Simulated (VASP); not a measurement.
# RbBr (I4/mmm) in VASP: notebook

Runs on RbBr. Level: r2SCAN. Tasks: single point.

Everything below comes from runs of VASP 6.6.1. Logs are shortened: lines on timing, memory, paths and dates and some standing lists are left out, and cuts for length are marked.

### Step 1. The cell of the first run

Symmetry: I4/mmm, No. 139, tetragonal system. Conventional cell: a = 4.702 Å, b = 4.702 Å, c = 7.061 Å, α = 90.00°, β = 90.00°, γ = 90.00°. Within 4.4 Å of Rb (site symmetry 4/mmm) lie 6 Br at 3.32 to 3.53 Å. Br (site symmetry 4/mmm) has 6 Rb at 3.32 to 3.53 Å within 4.4 Å.

### Step 2. Single point, r2SCAN (strain -0.030 along x and y, +0.030 along z)

POSCAR

```
RbBr
1.0
    0.0000000000      3.3246750000      3.5303250000
    3.3246750000      0.0000000000      3.5303250000
    3.3246750000      3.3246750000      0.0000000000
Rb Br
1 1
Direct
    0.0000000000      0.0000000000      0.0000000000
    0.5000000000      0.5000000000      0.5000000000
```

INCAR.step1

```
  PREC = Accurate
  ENCUT = 520
  ISMEAR = 0
  SIGMA = 0.05
  LREAL = False
  LASPH = True
  NELM = 60
  NBANDS = 15
  GGA = PE
  ALGO = Normal
  EDIFF = 1E-4
  LWAVE = True
  LCHARG = False
```

INCAR.step2

```
  PREC = Accurate
  ENCUT = 520
  EDIFF = 1E-6
  ISMEAR = 0
  SIGMA = 0.05
  LREAL = False
  LASPH = True
  NELM = 60
  ALGO = Normal
  ISIF = 2
  LWAVE = False
  LCHARG = False
  METAGGA = R2SCAN
  LMIXTAU = True
  NBANDS = 15
  ISTART = 1
```

KPOINTS

```
regular mesh
0
Gamma
  6 6 6
```

Potentials or basis: VASP PAW PBE potentials, release 64 (Rb_sv, Br).

The run is started by

```console
> cat potpaw_PBE.64/Rb_sv/POTCAR potpaw_PBE.64/Br/POTCAR > POTCAR
> cp INCAR.step1 INCAR
> mpirun -np 1 vasp_std > vasp.out
> cp INCAR.step2 INCAR
> mpirun -np 1 vasp_std > vasp.out
```

OUTCAR:

```text
PREC = Accurate
   ENCUT = 520
   EDIFF = 1E-6
   ISMEAR = 0
   LREAL = False
   LASPH = True
   NELM = 60
   ISIF = 2
   METAGGA = R2SCAN
   ISTART = 1

 ion  position               nearest neighbor table
   1  0.000  0.000  0.000-   2 3.32   2 3.32   2 3.32   2 3.32   2 3.53   2 3.53
   2  0.500  0.500  0.500-   1 3.32   1 3.32   1 3.32   1 3.32   1 3.53   1 3.53

  LATTYP: Found a body centered tetragonal cell.
 ALAT       =     4.7018004755
 C/A-ratio  =     1.5016906899

  Lattice vectors:

 A1 = (  -3.3246750000,   0.0000000000,   3.5303250000)
 A2 = (   3.3246750000,   0.0000000000,   3.5303250000)
 A3 = (   0.0000000000,   3.3246750000,  -3.5303250000)

Analysis of symmetry for initial positions (statically):
=====================================================================
 Subroutine PRICEL returns:
 Original cell was already a primitive cell.

 Routine SETGRP: Setting up the symmetry group for a
 body centered tetragonal supercell.

 Subroutine GETGRP returns: Found 16 space group operations
 (whereof 16 operations were pure point group operations)
 out of a pool of 16 trial point group operations.

The static configuration has the point symmetry D_4h.

Analysis of symmetry for dynamics (positions and initial velocities):
=====================================================================
 Subroutine PRICEL returns:
 Original cell was already a primitive cell.

 Routine SETGRP: Setting up the symmetry group for a
 body centered tetragonal supercell.

 Subroutine GETGRP returns: Found 16 space group operations
 (whereof 16 operations were pure point group operations)
 out of a pool of 16 trial point group operations.

The dynamic configuration has the point symmetry D_4h.

 Subroutine INISYM returns: Found 16 space group operations
 (whereof 16 operations are pure point group operations),
 and found     1 'primitive' translations

----------------------------------------------------------------------------------------

                                     Primitive cell

  volume of cell :      78.0446

  direct lattice vectors                    reciprocal lattice vectors
     0.000000000  3.324675000  3.530325000    -0.150390640  0.150390640  0.141630020
     3.324675000  0.000000000  3.530325000     0.150390640 -0.150390640  0.141630020
     3.324675000  3.324675000  0.000000000     0.150390640  0.150390640 -0.141630020

  length of vectors
     4.849397742  4.849397742  4.701800475     0.255526420  0.255526420  0.255526420

  position of ions in fractional coordinates (direct lattice)
     0.000000000  0.000000000  0.000000000
     0.500000000  0.500000000  0.500000000

  ion indices of the primitive-cell ions
   primitive index   ion index
                 1           1
                 2           2

----------------------------------------------------------------------------------------

 KPOINTS: regular mesh

Automatic generation of k-mesh.
 Grid dimensions read from file:
 generate k-points for:    6    6    6

 Generating k-lattice:

  Cartesian coordinates                     Fractional coordinates (reciprocal lattice)
    -0.025065107  0.025065107  0.023605003     0.166666667  0.000000000  0.000000000
     0.025065107 -0.025065107  0.023605003     0.000000000  0.166666667  0.000000000
     0.025065107  0.025065107 -0.023605003     0.000000000  0.000000000  0.166666667

  Length of vectors
     0.042587737  0.042587737  0.042587737

  Shift w.r.t. Gamma in fractional coordinates (k-lattice)
     0.000000000  0.000000000  0.000000000

 Subroutine IBZKPT returns following result:
 ===========================================

 Found     30 irreducible k-points:

 Following reciprocal coordinates:
            Coordinates               Weight
  0.000000  0.000000  0.000000      1.000000
  0.166667  0.000000  0.000000      8.000000
  0.333333  0.000000  0.000000      8.000000
  0.500000  0.000000  0.000000      4.000000
  0.166667  0.166667  0.000000      2.000000
  0.333333  0.166667  0.000000      8.000000
[... 16 lines left out ...]
  0.333333  0.000000  0.333333      4.000000
  0.500000 -0.000000  0.333333     16.000000
 [... further k-points ...]
   k-points           NKPTS =     30   k-points in BZ     NKDIM =     30   number of bands    NBANDS=     15
   number of dos      NEDOS =    301   number of ions     NIONS =      2
   total plane-waves  NPLWV =  46656
   dimension x,y,z NGX =    36 NGY =   36 NGZ =   36
   dimension x,y,z NGXF=    72 NGYF=   72 NGZF=   72
   ions per type =               1   1
   NGX,Y,Z   is equivalent  to a cutoff of  12.34, 12.34, 12.73 a.u.
   NGXF,Y,Z  is equivalent  to a cutoff of  24.68, 24.68, 25.46 a.u.
 SYSTEM =  unknown system
   PREC   = accura    normal or accurate (medium, high low for compatibility)
   ISTART =      1    job   : 0-new  1-cont  2-samecut
   ICHARG =      0    charge: 1-file 2-atom 10-const
   ISPIN  =      1    spin polarized calculation?
   LNONCOLLINEAR =      F non collinear calculations
   LSORBIT =      F    spin-orbit coupling
   LASPH  =      T    aspherical Exc in radial PAW
   ENCUT  =  520.0 eV  38.22 Ry    6.18 a.u.   9.02  9.02  8.74*2*pi/ulx,y,z
   NELM   =     60;   NELMIN=  2; NELMDL=  0     # of ELM steps
   EDIFF  = 0.1E-05   stopping-criterion for ELM
   LREAL  =      F    real-space projection
   EDIFFG = 0.1E-04   stopping-criterion for IOM
   NSW    =      0    number of steps for IOM
   IBRION =     -1    ionic relax: 0-MD 1-quasi-New 2-CG
   NFREE  =      0    steps in history (QN), initial steepest desc. (CG)
   ISIF   =      2    stress and relaxation
   ISYM   =      2    0-nonsym 1-usesym 2-fastsym
   POTIM  = 0.5000    time-step for ionic-motion
   TEBEG  =    0.0;   TEEND  =   0.0 temperature during run
   PSTRESS=    0.0 pullay stress
   NELECT =      16.0000    total number of electrons
   NUPDOWN=      -1.0000    fix difference up-down
   EMIN   =  10.00;   EMAX   =-10.00  energy-range for DOS
   EFERMI =   0.00;   METHOD = LEGACY
   ISMEAR =     0;   SIGMA  =   0.05  broadening in eV -4-tet -1-fermi 0-gaus
   EFERMI_NEDOS =   21; number of points for ismear=-14 and -15
   IALGO  =     38    algorithm
   IMIX   =      4    mixing-type and parameters
     AMIX     =   0.40;   BMIX     =  1.00
     AMIX_MAG =   1.60;   BMIX_MAG =  1.00
  volume/ion in A,a.u.               =      39.02       263.34
  Fermi-wavevector in a.u.,A,eV,Ry     =   0.965311  1.824173 12.678246  0.931825
  Thomas-Fermi vector in A             =   2.095017
   LORBIT       =      0    0 simple, 1 ext, 2 COOP (PROOUT), +10 PAW based schemes
   METAGGA = R2SCAN    functional components
   LHFCALC =     F    Hartree Fock is set to
   AEXX    =    0.0000 exact exchange contribution
   IVDW    =     0    specifies the selected vdW correction
   LEPSILON=     F    determine dielectric tensor
   LRPA    =     F    only Hartree local field effects (RPA)
 non-spin polarized calculation
 Gauss-broadening in eV      SIGMA  =   0.05
  energy-cutoff  :      520.00
  volume of cell :       78.04
 maximum number of plane-waves:      2129
   NGX = 19   NGY = 19   NGZ = 17

 number of electron      16.0000002 magnetization

 Free energy of the ion-electron system (eV)
  ---------------------------------------------------
  ext. energy  EPLUGINS =         0.00000000
  ---------------------------------------------------
  free energy    TOTEN  =       -31.11674831 eV

  energy without entropy =      -31.11674831  energy(sigma->0) =      -31.11674831

 E-fermi :  -1.7215     XC(G=0):  -7.7604

 val. band max:       -2.0081496814   @ k =   0.0000   0.0000   0.0000
 cond. band min:       2.9997870547   @ k =   0.0000   0.0000   0.0000
 fundamental gap:      5.0079367361
 Fermi energy:        -1.7215362768

 k-point     1 :       0.0000    0.0000    0.0000
  band No.  band energies     occupation
      1     -27.1220      2.00000
      2     -14.6890      2.00000
      3     -10.6586      2.00000
      4     -10.6586      2.00000
      5     -10.6569      2.00000
      6      -2.0887      2.00000
      7      -2.0082      2.00000
      8      -2.0081      2.00000
      9       2.9998      0.00000
     10       5.6065      0.00000
     11       5.9799      0.00000
     12       5.9799      0.00000
     13       6.8042      0.00000
     14       7.1070      0.00000
     15       9.3974      0.00000

 k-point     2 :       0.1667    0.0000    0.0000
  band No.  band energies     occupation
      1     -27.1191      2.00000
      2     -14.7036      2.00000
      3     -10.6636      2.00000
      4     -10.6562      2.00000
      5     -10.6371      2.00000
      6      -2.3466      2.00000
      7      -2.1575      2.00000
      8      -2.1188      2.00000
      9       3.6461      0.00000
     10       5.6500      0.00000
     11       6.1188      0.00000
     12       6.3184      0.00000
     13       7.2355      0.00000
     14       7.5703      0.00000
     15      10.5103      0.00000

 k-point     3 :       0.3333    0.0000    0.0000
  band No.  band energies     occupation
      1     -27.1131      2.00000
      2     -14.7324      2.00000
      3     -10.6768      2.00000
      4     -10.6511      2.00000
      5     -10.5940      2.00000
      6      -2.8526      2.00000
      7      -2.3376      2.00000
      8      -2.3259      2.00000
      9       4.8505      0.00000
     10       5.8563      0.00000
     11       7.1128      0.00000
     12       7.2718      0.00000
     13       8.3012      0.00000
     14       8.7206      0.00000
     15      10.4677      0.00000
[... 343 lines left out ...]
 k-point    23 :       0.3333    0.0000    0.3333
  band No.  band energies     occupation
      1     -27.1096      2.00000
      2     -14.6768      2.00000
      3     -10.7396      2.00000
      4     -10.7125      2.00000
      5     -10.7090      2.00000
      6      -2.6835      2.00000
      7      -2.2279      2.00000
      8      -2.1634      2.00000
      9       4.2986      0.00000
     10       5.0573      0.00000
     11       7.7542      0.00000
     12       8.4750      0.00000
     13       8.6506      0.00000
     14       8.6849      0.00000
     15      10.0225      0.00000

 k-point    24 :       0.5000   -0.0000    0.3333
  band No.  band energies     occupation
      1     -27.1069      2.00000
      2     -14.6589      2.00000
      3     -10.8089      2.00000
      4     -10.7300      2.00000
      5     -10.7130      2.00000
      6      -2.5630      2.00000
      7      -2.3492      2.00000
      8      -2.2677      2.00000
      9       4.4095      0.00000
     10       6.0521      0.00000
     11       7.6210      0.00000
     12       8.3842      0.00000
     13       8.5310      0.00000
     14       9.1982      0.00000
     15       9.9309      0.00000

 [... further k-points ...]

------------------------ aborting loop because EDIFF is reached ----------------------------------------

  FORCE on cell =-STRESS in cart. coord.  units (eV):
  Direction    XX          YY          ZZ          XY          YZ          ZX
  --------------------------------------------------------------------------------------
  -------------------------------------------------------------------------------------
  Total        0.9768103      0.9768103     -0.1469668      0.0000000     -0.0000000      0.0000000
  in kB       20.0529258     20.0529258     -3.0170804      0.0000000     -0.0000000      0.0000000
  external PRESSURE =      12.3629238 kB  Pullay stress =       0.0000000 kB

 VOLUME and BASIS-vectors are now :
 -----------------------------------------------------------------------------
  energy-cutoff  :      520.00
  volume of cell :       78.04
      direct lattice vectors                 reciprocal lattice vectors
     0.000000000  3.324675000  3.530325000    -0.150390640  0.150390640  0.141630020
     3.324675000  0.000000000  3.530325000     0.150390640 -0.150390640  0.141630020
     3.324675000  3.324675000  0.000000000     0.150390640  0.150390640 -0.141630020

 POSITION                                       TOTAL-FORCE (eV/Angst)
 -----------------------------------------------------------------------------------
      0.00000      0.00000      0.00000         0.000000      0.000000      0.000000
      3.32468      3.32468      3.53032         0.000000      0.000000     -0.000000
 -----------------------------------------------------------------------------------
    total drift:                                0.000000      0.000000      0.000000

  FREE ENERGIE OF THE ION-ELECTRON SYSTEM (eV)
  ---------------------------------------------------
  free  energy   TOTEN  =       -31.1167483082 eV

  energy  without entropy=      -31.1167483082  energy(sigma->0) =      -31.11674831
```

Wall time 74 s (1 thread of Intel Xeon Platinum 8488C (Sapphire Rapids), shared host); peak memory 0.23 GiB.

What came out:

```yaml
Free_energy: -31.1167 eV
Pressure: 1.2 GPa
Band_gap_on_the_k_mesh: 5.01 eV
```

Caveat: the cell differs from its parent crystal (strain -0.030 along x and y, +0.030 along z); the PAW data sets were made with another functional, which shifts forces and pressure a little.

(Part 1 of 2 ends here.)
